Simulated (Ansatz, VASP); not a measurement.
**One calculation of Cu, two programs**

```
Cu
1.0
     2.51980    0.00000    0.00000
    -1.25990    2.18221    0.00000
     0.00000    0.00000    8.23525
Cu
4
Direct
  0.00000 0.00000 0.00000
  0.33333 0.66667 0.25000
  0.00000 0.00000 0.50000
  0.66667 0.33333 0.75000
```

Alike in both runs: task single point; functional PBEsol; k mesh 24 × 24 × 6; occupations gaussian, width 0.1 eV; no spin polarisation.

```csv
,VASP,Ansatz
version,VASP 6.6.1,Ansatz 0.2.0
potentials or method,"VASP PAW PBE potentials, release 64 (Cu), cutoff 520 eV","scalar-relativistic, plane waves, PAW"
valence electrons in the cell,44,76
```

|  | VASP | Ansatz | Ansatz less VASP |
| --- | --- | --- | --- |
| gap on the k mesh at the Fermi level (eV) | none | none | - |
| pressure (GPa) | 0.7 | 0.0 | -0.76 |
| traceless stress, the component that is largest in VASP (GPa) | 0.20 | 0.18 | -0.022 |

VASP's potentials were made for PBE, not for PBEsol. A gap of «none» marks a metal or a gap that the smearing closes. VASP's potentials hold 44 valence electrons a cell and Ansatz's 76, so a difference there can come from the potentials and not from the codes.
